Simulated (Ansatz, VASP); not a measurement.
# Two plane-wave programs on Sn3Te

```xyz
4
Lattice="5.0831 0.0000 0.0000 0.0000 5.0831 0.0000 0.0000 0.0000 5.0831" Properties=species:S:1:pos:R:3 pbc="T T T"
Sn    2.5415    0.0000    0.0000
Sn    0.0000    2.5415    0.0000
Sn    0.0000    0.0000    2.5415
Te    2.5415    2.5415    2.5415
```

Alike in both runs: task relaxation of cell and atoms; functional PBE; k mesh 4 × 4 × 4; occupations gaussian, width 0.1 eV; no spin polarisation.

```csv
,VASP,Ansatz
version,VASP 6.6.1,Ansatz 0.2.0
potentials or method,"VASP PAW PBE potentials, release 64 (Sn_d, Te), cutoff 600 eV","scalar-relativistic, plane waves, PAW"
valence electrons in the cell,48,58
```

|  | VASP | Ansatz | Ansatz less VASP |
| --- | --- | --- | --- |
| gap on the k mesh at the Fermi level, each at its own relaxed structure (eV) | none | none | - |
| relaxed volume (Å³/atom) | 28.75 | 28.79 | +0.040 |
| relaxed cell length with the largest relative difference (Å) | 4.863 | 4.865 | +0.0022 |

A gap of «none» marks a metal or a gap that the smearing closes. VASP's potentials hold 48 valence electrons a cell and Ansatz's 58, so a difference there can come from the potentials and not from the codes.

Spin-orbit coupling is off throughout.
